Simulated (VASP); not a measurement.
A run of VASP 6.6.1 is set up as follows.

The input INCAR:

```
ALGO     = Fast           # electronic algorithm
EDIFF    = 1E-6           # SCF threshold, eV
ENCUT    = 520            # plane-wave cutoff, eV
GGA      = PE             # functional
ISIF     = 2              # what is computed and relaxed
ISMEAR   = 0              # smearing method
LASPH    = True           # aspherical terms in the spheres
LCHARG   = False          # write CHGCAR
LREAL    = False          # projectors in reciprocal space
LWAVE    = False          # write WAVECAR
NBANDS   = 32             # bands
NELM     = 80             # most SCF steps
PREC     = Accurate       # precision mode
SIGMA    = 0.1            # smearing width, eV
```

The input KPOINTS:

```
k-points
0
Gamma
  6 6 6
```

POSCAR

```
Cs4Zn
1.0
   -4.8572423440      4.8572423440      4.5720443788
    4.8572423440     -4.8572423440      4.5720443788
    4.8572423440      4.8572423440     -4.5720443788
Cs Zn
4 1
Direct
    0.4335346871      0.9335346871      0.8670693741
    0.0664653129      0.5664653129      0.1329306259
    0.9335346871      0.0664653129      0.5000000000
    0.5664653129      0.4335346871      0.5000000000
    0.5000000000      0.5000000000      0.0000000000
```

Potentials or basis: VASP PAW PBE potentials, release 64 (Cs_sv, Zn).

Launch:

```sh
$ cat potpaw_PBE.64/Cs_sv/POTCAR potpaw_PBE.64/Zn/POTCAR > POTCAR
$ mpirun -np 1 vasp_std > vasp.out
```

Question: Predict the band gap on the k mesh.

Answer: Zero (bands 24 and 25 overlap by 0.97 eV).

Question: Estimate the pressure.

Answer: 0.0 GPa.

Forces in eV/Å, atoms in the order of the input:
```
Cs  -0.002 -0.002  0.000
Cs   0.002  0.002  0.000
Cs   0.002 -0.002  0.000
Cs  -0.002  0.002  0.000
Zn   0.000  0.000  0.000
```

Caveat: spin-orbit coupling is left out, which moves the levels of the heavy elements.
